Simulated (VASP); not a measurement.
A run of VASP 6.6.1 is set up as follows.

The input POSCAR:

```
SiO2
1.0
    6.9114199400      0.0000000000      0.0000000000
    0.0000000000      6.9114199400      0.0000000000
    0.0000000000      0.0000000000      6.4185143800
Si O
5 10
Direct
    0.2694267203      0.0000000000      0.1193034632
    0.0000000000      0.7305732797      0.8806965368
    0.0000000000      0.2694267203      0.8806965368
    0.7305732797      0.0000000000      0.1193034632
    0.0000000000      0.0000000000      0.5000000000
    0.1917607535      0.0000000000      0.3564654584
    0.0000000000      0.8082392465      0.6435345416
    0.0000000000      0.1917607535      0.6435345416
    0.8082392465      0.0000000000      0.3564654584
    0.1912382848      0.1912382848      0.0000000000
    0.1912382848      0.8087617152      0.0000000000
    0.8087617152      0.1912382848      0.0000000000
    0.8087617152      0.8087617152      0.0000000000
    0.5000000000      0.0000000000      0.1204813251
    0.0000000000      0.5000000000      0.8795186749
```

File INCAR.step1:

```
SYSTEM = SiO2
PREC = Accurate ; ENCUT = 520
ISMEAR = 0 ; SIGMA = 0.02
LREAL = Auto ; LASPH = .True.
NELM = 100 ; NBANDS = 53
GGA = PE ; ALGO = Normal
EDIFF = 1E-4 ; LWAVE = .True.
LCHARG = .False.
```

INCAR.step2

```
SYSTEM = SiO2
PREC = Accurate ; ENCUT = 520
EDIFF = 1E-7 ; ISMEAR = 0
SIGMA = 0.02 ; LREAL = Auto
LASPH = .True. ; NELM = 100
ALGO = Normal ; ISIF = 2
LWAVE = .False. ; LCHARG = .False.
METAGGA = R2SCAN ; LMIXTAU = .True.
NBANDS = 53 ; ISTART = 1
```

Contents of KPOINTS:

```
regular mesh
0
Gamma
  4 4 4
  0 0 0
```

Potentials or basis: VASP PAW PBE potentials, release 64 (Si, O).

Run with:

```bash
$ cat potpaw_PBE.64/Si/POTCAR potpaw_PBE.64/O/POTCAR > POTCAR
$ cp INCAR.step1 INCAR
$ mpirun -np 1 vasp_std > vasp.out
$ cp INCAR.step2 INCAR
$ mpirun -np 1 vasp_std > vasp.out
```

Estimate the pressure.

0.2 GPa.

Predict the largest force.

0.097 eV/Å.

Forces on the atoms (eV/Å):
```
Si   0.095  0.000  0.019
Si   0.000 -0.095 -0.019
Si   0.000  0.095 -0.019
Si  -0.095  0.000  0.019
Si   0.000  0.000  0.000
O   -0.006  0.000 -0.001
O    0.000  0.006  0.001
O    0.000 -0.006  0.001
O    0.006  0.000 -0.001
O   -0.002 -0.002  0.000
O   -0.002  0.002  0.000
O    0.002 -0.002  0.000
O    0.002  0.002  0.000
O    0.000  0.000 -0.008
O    0.000  0.000  0.008
```

Caveat: the PAW data sets were made with another functional, which shifts forces and pressure a little.
